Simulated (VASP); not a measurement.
TiCo: single point with PBE

The system is TiCo.

```
Ti Co
1.0
     2.67639    0.00000    0.00000
     0.00000    2.67639    0.00000
     0.00000    0.00000    2.67639
Ti Co
1 1
Direct
  0.00000 0.00000 0.00000
  0.50000 0.50000 0.50000
```

This cell differs from its parent crystal: volume scaled by 0.72.

- Program: VASP 6.6.1
- Task: single point
- Functional: PBE
- Potentials or basis: VASP PAW PBE potentials, release 64 (Ti_sv, Co)
- Cutoff: 520 eV
- k mesh: 13 × 13 × 13
- Occupations: fermi-dirac, width 0.03 eV
- Spin: collinear spin, ferrimagnetic start
- Starting moments: [-1.0, 2.0] μB

```yaml
Pressure: 104.8 GPa
Net_moment: 0.00 μB per cell
Valence_electrons_inside_the_program's_atomic_spheres: Ti 10.95; Co 9.00
```

Levels at points of the mesh, in eV from the Fermi level:
Spin up:
```
           k point  band 6  band 7  band 8  band 9  band 10  band 11  band 12  band 13  band 14  band 15
(0.00, 0.00, 0.00)   -5.98   -5.98   -2.28   -2.28    -2.28     1.00     1.00     3.98     3.98     3.98
```
Spin down:
```tsv
k point	band 6	band 7	band 8	band 9	band 10	band 11	band 12	band 13	band 14	band 15
(0.00, 0.00, 0.00)	-5.98	-5.98	-2.28	-2.28	-2.28	1.00	1.00	3.98	3.98	3.98
```

It took 45 s on 1 thread of Intel(R) Xeon(R) Platinum 8559C (Emerald Rapids), with other jobs on the host, peak memory 0.17 GiB.

Caveat: the starting moments collapsed, and a magnetic state may lie lower.
